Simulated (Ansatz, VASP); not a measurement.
## Cr: VASP beside Ansatz

```
Cr
1.0
     2.51945    0.00000    0.00000
    -1.25973    2.18191    0.00000
     0.00000    0.00000    4.09388
Cr
2
Cartesian
  0.0000 1.4546 1.0235
  1.2597 0.7273 3.0704
```

Change from the starting cell: volume scaled by 0.8, no spin polarisation, PAW files.

Alike in both runs: task single point; functional LDA; k mesh 12 × 12 × 7; occupations fermi-dirac, width 0.03 eV; no spin polarisation.

|  | VASP | Ansatz |
| --- | --- | --- |
| version | VASP 6.6.1 | Ansatz 0.2.0 |
| potentials or method | VASP PAW LDA potentials, release 64 (Cr_pv) | PAW with Ansatz's default frozen-core files, scalar-relativistic |
| plane-wave cutoff (eV) | 520 | 420 |
| valence electrons in the cell | 24 | 28 |

Ansatz gave:

* pressure (GPa): -3.2
* traceless stress, the component that is largest in VASP (GPa): 6.90

**Question.** Which values does VASP return?

**Answer.** Pressure (GPa): -3.1; traceless stress, the component that is largest in VASP (GPa): 6.70.

LDA's correlation is that of Perdew and Zunger in VASP and of Perdew and Wang (1992) in Ansatz. VASP's potentials hold 24 valence electrons a cell and Ansatz's 28, so a difference there can come from the potentials and not from the codes.
